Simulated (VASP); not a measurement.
Wanted: the native input for a VASP 6.6.1 run.

```
Task                   : single point
Functional             : PBE
Potentials or basis    : VASP PAW PBE potentials, release 64 (Cd, S)
Cutoff                 : 520 eV
k mesh                 : 6 × 6 × 2
Occupations            : gaussian, width 0.01 eV
Spin                   : no spin polarisation
Dipole correction      : no
Further INCAR settings : ALGO = Normal; EDIFF = 1e-06; NBANDS = 26
```

The structure of CdS lies in POSCAR:

```
CdS
1.0
    3.8410415941      0.0000000000      0.0000000000
   -1.9205207970      3.3264395975      0.0000000000
    0.0000000000      0.0000000000      6.4452705884
Cd S
2 2
Direct
    0.0000000000      0.0000000000      0.0000000000
    0.0000000000      0.0000000000      0.5000000000
    0.3333333333      0.6666666667      0.2500000000
    0.6666666667      0.3333333333      0.7500000000
```

These files were run (other wordings do the same):

INCAR

```
SYSTEM = CdS
  ALGO = Normal
  EDIFF = 1E-6
  ENCUT = 520
  GGA = PE
  ISIF = 2
  ISMEAR = 0
  LASPH = .TRUE.
  LCHARG = .FALSE.
  LREAL = .FALSE.
  LWAVE = .FALSE.
  NBANDS = 26
  NELM = 100
  PREC = Accurate
  SIGMA = 0.01
```

KPOINTS

```
k-points
0
G
  6 6 2
  0 0 0
```

Potentials or basis: VASP PAW PBE potentials, release 64 (Cd, S).

The run is started by

```console
$ cat potpaw_PBE.64/Cd/POTCAR potpaw_PBE.64/S/POTCAR > POTCAR
$ mpirun -np 1 vasp_std > vasp.out
```

Results of the run:

```json
{
  "Pressure": "2.2 GPa",
  "Band gap on the k mesh": "0.63 eV, direct"
}
```

Caveat: the k points lie up to 0.49 Å⁻¹ apart.

Wall time 22 s on 1 thread of Intel(R) Xeon(R) Platinum 8375C CPU @ 2.90GHz (Ice Lake) (shared host), peak memory 0.2 GiB.
